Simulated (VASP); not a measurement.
# SiO2 (Fddd) in VASP: electric field gradients with r2SCAN

Aim: the electric field gradients of SiO2 with r2SCAN.

All numbers are computed with VASP 6.6.1; they aren't measurements. Logs are shortened: lines on timing, memory, paths and dates and some standing lists are left out, and cuts for length are marked.

### 1 The cell of the first run

The structure is orthorhombic, space group Fddd (No. 70). The conventional cell has a = 4.719 Å, b = 9.433 Å, c = 14.726 Å, α = 90.00°, β = 90.00°, γ = 90.00°. Si (site symmetry 2) has 4 O at 1.60 to 1.62 Å within 2.1 Å. Within 2.1 Å of O (site symmetry -1) lie 2 Si at 1.60 Å. Within 2.2 Å of O (site symmetry 2) lie 2 Si at 1.62 Å.

### 2 Electric field gradients, r2SCAN

POSCAR

```
SiO2
1.0
    0.0000000000      4.7162571100      7.3627753715
    2.3595806657      0.0000000000      7.3627753715
    2.3595806657      4.7162571100      0.0000000000
Si O
4 8
Direct
    0.5632310800      0.5632310800      0.9367689200
    0.3132310800      0.3132310800      0.6867689200
    0.6867689200      0.6867689200      0.3132310800
    0.9367689200      0.9367689200      0.5632310800
    0.6250000000      0.1250000000      0.6250000000
    0.6250000000      0.6250000000      0.1250000000
    0.6250000000      0.6250000000      0.6250000000
    0.1250000000      0.6250000000      0.6250000000
    0.1865604000      0.8134396000      0.1865604000
    0.8134396000      0.1865604000      0.8134396000
    0.4365604000      0.0634396000      0.4365604000
    0.0634396000      0.4365604000      0.0634396000
```

INCAR.step1

```
SYSTEM = SiO2
ALGO = Normal ; EDIFF = 1E-4
ENCUT = 520 ; GGA = PE
ISMEAR = -1 ; LASPH = .True.
LCHARG = .False. ; LREAL = .False.
LWAVE = .True. ; NBANDS = 44
NELM = 80 ; PREC = Accurate
SIGMA = 0.02
```

INCAR.step2

```
SYSTEM = SiO2
ALGO = Normal ; EDIFF = 1E-8
ENCUT = 520 ; ISIF = 2
ISMEAR = -1 ; ISTART = 1
LASPH = .True. ; LCHARG = .False.
LEFG = .True. ; LMIXTAU = .True.
LREAL = .False. ; LWAVE = .False.
METAGGA = R2SCAN ; NBANDS = 44
NELM = 80 ; PREC = Accurate
SIGMA = 0.02
```

KPOINTS

```
k-points
0
Gamma
  5 5 5
  0 0 0
```

Potentials or basis: VASP PAW PBE potentials, release 64 (Si, O).

Launch:

```
$ cat potpaw_PBE.64/Si/POTCAR potpaw_PBE.64/O/POTCAR > POTCAR
$ cp INCAR.step1 INCAR
$ mpirun -np 1 vasp_std > vasp.out
$ cp INCAR.step2 INCAR
$ mpirun -np 1 vasp_std > vasp.out
```

OUTCAR:

```text
SYSTEM = SiO2
   EDIFF = 1E-8
   ENCUT = 520
   ISIF = 2
   ISMEAR = -1
   ISTART = 1
   LASPH = .True.
   LREAL = .False.
   METAGGA = R2SCAN
   NELM = 80
   PREC = Accurate

 ion  position               nearest neighbor table
   1  0.563  0.563  0.937-   6 1.60   7 1.60   9 1.62  10 1.62   4 3.01   4 3.01
   2  0.313  0.313  0.687-   5 1.60   8 1.60  11 1.62  12 1.62   3 3.01   3 3.01
   3  0.687  0.687  0.313-   6 1.60   7 1.60  11 1.62  12 1.62   2 3.01   2 3.01
   4  0.937  0.937  0.563-   5 1.60   8 1.60   9 1.62  10 1.62   1 3.01   1 3.01
   5  0.625  0.125  0.625-   2 1.60   4 1.60
   6  0.625  0.625  0.125-   1 1.60   3 1.60
   7  0.625  0.625  0.625-   1 1.60   3 1.60
   8  0.125  0.625  0.625-   2 1.60   4 1.60
   9  0.187  0.813  0.187-   4 1.62   1 1.62
  10  0.813  0.187  0.813-   4 1.62   1 1.62
  11  0.437  0.063  0.437-   2 1.62   3 1.62
  12  0.063  0.437  0.063-   2 1.62   3 1.62

  LATTYP: Found a face centered orthorhombic cell.
 ALAT       =     4.7191613314
 B/A-ratio  =     1.9987691790
 C/A-ratio  =     3.1203745134

  Lattice vectors:

 A1 = (   0.0000000000,   4.7162571100,   7.3627753715)
 A2 = (   2.3595806657,   0.0000000000,   7.3627753715)
 A3 = (   2.3595806657,   4.7162571100,   0.0000000000)

Analysis of symmetry for initial positions (statically):
=====================================================================
 Subroutine PRICEL returns:
 Original cell was already a primitive cell.

 Routine SETGRP: Setting up the symmetry group for a
 face centered orthorhombic supercell.

 Subroutine GETGRP returns: Found  8 space group operations
 (whereof  4 operations were pure point group operations)
 out of a pool of  8 trial point group operations.

The static configuration has the point symmetry D_2 .
 The point group associated with its full space group is D_2h.

Analysis of symmetry for dynamics (positions and initial velocities):
=====================================================================
 Subroutine PRICEL returns:
 Original cell was already a primitive cell.

 Routine SETGRP: Setting up the symmetry group for a
 face centered orthorhombic supercell.

 Subroutine GETGRP returns: Found  8 space group operations
 (whereof  4 operations were pure point group operations)
 out of a pool of  8 trial point group operations.

The dynamic configuration has the point symmetry D_2 .
 The point group associated with its full space group is D_2h.

 Subroutine INISYM returns: Found  8 space group operations
 (whereof  4 operations are pure point group operations),
 and found     1 'primitive' translations

----------------------------------------------------------------------------------------

                                     Primitive cell

  volume of cell :     163.8717

  direct lattice vectors                    reciprocal lattice vectors
     0.000000000  4.716257110  7.362775371    -0.211902058  0.106016273  0.067909175
     2.359580666  0.000000000  7.362775371     0.211902058 -0.106016273  0.067909175
     2.359580666  4.716257110  0.000000000     0.211902058  0.106016273 -0.067909175

  length of vectors
     8.743771629  7.731628683  5.273585312     0.246482430  0.246482430  0.246482430

  position of ions in fractional coordinates (direct lattice)
     0.563231080  0.563231080  0.936768920
     0.313231080  0.313231080  0.686768920
     0.686768920  0.686768920  0.313231080
     0.936768920  0.936768920  0.563231080
     0.625000000  0.125000000  0.625000000
     0.625000000  0.625000000  0.125000000
     0.625000000  0.625000000  0.625000000
     0.125000000  0.625000000  0.625000000
     0.186560400  0.813439600  0.186560400
     0.813439600  0.186560400  0.813439600
     0.436560400  0.063439600  0.436560400
     0.063439600  0.436560400  0.063439600

  ion indices of the primitive-cell ions
   primitive index   ion index
                 1           1
                 2           2
                 3           3
                 4           4
                 5           5
                 6           6
                 7           7
                 8           8
                 9           9
                10          10
                11          11
                12          12

----------------------------------------------------------------------------------------

 KPOINTS: k-points

Automatic generation of k-mesh.
[... 66 lines left out ...]
   EDIFF  = 0.1E-07   stopping-criterion for ELM
   LREAL  =      F    real-space projection
   EDIFFG = 0.1E-06   stopping-criterion for IOM
   NSW    =      0    number of steps for IOM
   IBRION =     -1    ionic relax: 0-MD 1-quasi-New 2-CG
   NFREE  =      0    steps in history (QN), initial steepest desc. (CG)
   ISIF   =      2    stress and relaxation
   ISYM   =      2    0-nonsym 1-usesym 2-fastsym
   POTIM  = 0.5000    time-step for ionic-motion
   TEBEG  =    0.0;   TEEND  =   0.0 temperature during run
   PSTRESS=    0.0 pullay stress
   NELECT =      64.0000    total number of electrons
   NUPDOWN=      -1.0000    fix difference up-down
   EMIN   =  10.00;   EMAX   =-10.00  energy-range for DOS
   EFERMI =   0.00;   METHOD = LEGACY
   ISMEAR =    -1;   SIGMA  =   0.02  broadening in eV -4-tet -1-fermi 0-gaus
   EFERMI_NEDOS =   21; number of points for ismear=-14 and -15
   IALGO  =     38    algorithm
   IMIX   =      4    mixing-type and parameters
     AMIX     =   0.40;   BMIX     =  1.00
     AMIX_MAG =   1.60;   BMIX_MAG =  1.00
  volume/ion in A,a.u.               =      13.66        92.16
  Fermi-wavevector in a.u.,A,eV,Ry     =   1.196649  2.261339 19.483127  1.431969
  Thomas-Fermi vector in A             =   2.332584
   LORBIT       =      0    0 simple, 1 ext, 2 COOP (PROOUT), +10 PAW based schemes
   METAGGA = R2SCAN    functional components
   LHFCALC =     F    Hartree Fock is set to
   AEXX    =    0.0000 exact exchange contribution
   IVDW    =     0    specifies the selected vdW correction
   LEPSILON=     F    determine dielectric tensor
   LRPA    =     F    only Hartree local field effects (RPA)
 non-spin polarized calculation
  energy-cutoff  :      520.00
  volume of cell :      163.87
 maximum number of plane-waves:      4429
 NGX is ok and might be reduce to    70
   NGX = 33   NGY = 29   NGZ = 19

 number of electron      64.0000006 magnetization

 Free energy of the ion-electron system (eV)
  ---------------------------------------------------
  ext. energy  EPLUGINS =         0.00000000
  ---------------------------------------------------
  free energy    TOTEN  =      -119.08150385 eV

  energy without entropy =     -119.08150385  energy(sigma->0) =     -119.08150385

 E-fermi :   0.4767     XC(G=0):  -9.1881

 val. band max:        0.0257669370   @ k =   0.0000   0.0000   0.0000
 cond. band min:       6.4210555923   @ k =   0.0000   0.0000   0.0000
 fundamental gap:      6.3952886553
 Fermi energy:         0.4766941299

 k-point     1 :       0.0000    0.0000    0.0000
  band No.  band energies     occupation
      1     -20.3956      2.00000
      2     -19.4843      2.00000
      3     -19.4469      2.00000
      4     -18.4313      2.00000
      5     -18.3901      2.00000
      6     -18.2792      2.00000
[... 1117 lines left out ...]
     43      12.7282      0.00000
     44      12.8591      0.00000

 [... further k-points ...]

------------------------ aborting loop because EDIFF is reached ----------------------------------------

  FORCE on cell =-STRESS in cart. coord.  units (eV):
  Direction    XX          YY          ZZ          XY          YZ          ZX
  --------------------------------------------------------------------------------------
  -------------------------------------------------------------------------------------
  Total        0.1994781      0.2821183      0.3201731      0.0000000      0.0000000      0.0000000
  in kB        1.9503024      2.7582773      3.1303403      0.0000000      0.0000000      0.0000000
  external PRESSURE =       2.6129733 kB  Pullay stress =       0.0000000 kB

 VOLUME and BASIS-vectors are now :
 -----------------------------------------------------------------------------
  energy-cutoff  :      520.00
  volume of cell :      163.87
      direct lattice vectors                 reciprocal lattice vectors
     0.000000000  4.716257110  7.362775371    -0.211902058  0.106016273  0.067909175
     2.359580666  0.000000000  7.362775371     0.211902058 -0.106016273  0.067909175
     2.359580666  4.716257110  0.000000000     0.211902058  0.106016273 -0.067909175

 POSITION                                       TOTAL-FORCE (eV/Angst)
 -----------------------------------------------------------------------------------
      3.53937      7.07439      8.29389         0.000000      0.000000     -0.024055
      2.35958      4.71626      4.61250         0.000000     -0.000000     -0.024055
      2.35958      4.71626     10.11305         0.000000     -0.000000      0.024055
      3.53937      7.07439     13.79444         0.000000      0.000000      0.024055
      1.76969      5.89532      5.52208         0.000000     -0.000000      0.000000
      1.76969      3.53719      9.20347         0.000000     -0.000000      0.000000
      2.94948      5.89532      9.20347         0.000000      0.000000     -0.000000
      2.94948      3.53719      5.52208        -0.000000      0.000000      0.000000
      2.35958      1.75973      7.36278         0.000000     -0.025223      0.000000
      2.35958      7.67278      7.36278         0.000000      0.025223      0.000000
      1.17979      4.11786      3.68139        -0.000000     -0.025223      0.000000
      1.17979      0.59839      3.68139        -0.000000      0.025223      0.000000
 -----------------------------------------------------------------------------------
    total drift:                               -0.000000     -0.000000     -0.000000

  FREE ENERGIE OF THE ION-ELECTRON SYSTEM (eV)
  ---------------------------------------------------
  free  energy   TOTEN  =      -119.0815038457 eV

  energy  without entropy=     -119.0815038457  energy(sigma->0) =     -119.08150385

 Electric field gradients (V/A^2)
---------------------------------------------------------------------
 ion       V_xx      V_yy      V_zz      V_xy      V_xz      V_yz
---------------------------------------------------------------------
   1      -5.961     6.764    -0.803    -3.039     0.000     0.000
   2      -5.961     6.764    -0.803     3.038     0.000     0.000
   3      -5.961     6.764    -0.803    -3.039     0.000     0.000
   4      -5.961     6.764    -0.803     3.038     0.000     0.000
   5     -28.777    29.600    -0.823   -41.373   -29.359    57.525
   6     -28.776    29.600    -0.824    41.376    29.359    57.525
   7     -28.776    29.600    -0.823    41.376   -29.360   -57.528
   8     -28.777    29.600    -0.823   -41.372    29.359   -57.528
   9      30.071   -29.059    -1.012     0.002   -66.300    -0.001
  10      30.071   -29.059    -1.012     0.001    66.299    -0.001
  11      30.071   -29.059    -1.012     0.001    66.299    -0.001
  12      30.071   -29.059    -1.012     0.002   -66.300    -0.001
---------------------------------------------------------------------

 Electric field gradients after diagonalization (V/A^2)
 (convention: |V_zz| > |V_xx| > |V_yy|)
----------------------------------------------------------------------
 ion       V_xx      V_yy      V_zz     asymmetry (V_yy - V_xx)/ V_zz
----------------------------------------------------------------------
   1      -6.649    -0.803     7.452       0.784
   2      -6.649    -0.803     7.452       0.784
   3      -6.649    -0.803     7.452       0.784
   4      -6.649    -0.803     7.452       0.784
   5     -50.241   -44.464    94.706       0.061
   6     -50.243   -44.464    94.707       0.061
   7     -50.243   -44.467    94.710       0.061
   8     -50.241   -44.468    94.708       0.061
   9     -53.567   -29.059    82.626       0.297
  10     -53.567   -29.059    82.626       0.297
  11     -53.567   -29.059    82.626       0.297
  12     -53.567   -29.059    82.626       0.297
----------------------------------------------------------------------

           NMR quadrupolar parameters

 Cq : quadrupolar parameter    Cq=e*Q*V_zz/h
 eta: asymmetry parameters     (V_yy - V_xx)/ V_zz
 Q  : nuclear electric quadrupole moment in mb (millibarn)
----------------------------------------------------------------------
 ion       Cq(MHz)       eta       Q (mb)
----------------------------------------------------------------------
   1       0.018       0.784       1.000
   2       0.018       0.784       1.000
   3       0.018       0.784       1.000
   4       0.018       0.784       1.000
   5       0.229       0.061       1.000
   6       0.229       0.061       1.000
   7       0.229       0.061       1.000
   8       0.229       0.061       1.000
   9       0.200       0.297       1.000
  10       0.200       0.297       1.000
  11       0.200       0.297       1.000
  12       0.200       0.297       1.000
----------------------------------------------------------------------
```

Run time: 23 min. Hardware: 1 thread of Intel Xeon Platinum 8259CL at 2.50GHz (Skylake/Cascade Lake), shared host; peak memory 0.51 GiB.

Results:

- Free energy: -119.0815 eV
- Pressure: 0.3 GPa
- Largest force: 0.025 eV/Å
- Band gap on the k mesh: 6.40 eV
- Largest electric field gradient by atom: Si +7.5; O +94.7, +82.6 (each value once) V/Å²

Forces in eV/Å, atoms in the order of the input:
```
Si   0.000  0.000 -0.024
Si   0.000  0.000 -0.024
Si   0.000  0.000  0.024
Si   0.000  0.000  0.024
O    0.000  0.000  0.000
O    0.000  0.000  0.000
O    0.000  0.000  0.000
O    0.000  0.000  0.000
O    0.000 -0.025  0.000
O    0.000  0.025  0.000
O    0.000 -0.025  0.000
O    0.000  0.025  0.000
```

Electric field gradients, principal values (V/Å²):
| atom | least | middle | greatest (by size) |
| --- | --- | --- | --- |
| 1 Si | -0.803 | -6.649 | 7.452 |
| 2 Si | -0.803 | -6.649 | 7.452 |
| 3 Si | -0.803 | -6.649 | 7.452 |
| 4 Si | -0.803 | -6.649 | 7.452 |
| 5 O | -44.464 | -50.241 | 94.706 |
| 6 O | -44.464 | -50.243 | 94.707 |
| 7 O | -44.467 | -50.243 | 94.710 |
| 8 O | -44.468 | -50.241 | 94.708 |
| 9 O | -29.059 | -53.567 | 82.626 |
| 10 O | -29.059 | -53.567 | 82.626 |
| 11 O | -29.059 | -53.567 | 82.626 |
| 12 O | -29.059 | -53.567 | 82.626 |

Caveat: without QUAD_EFG the Cq values of the log hold for a quadrupole moment of 1 mb, not for the nuclei; the PAW data sets were made with another functional, which shifts forces and pressure a little. A k mesh can miss the band edges.
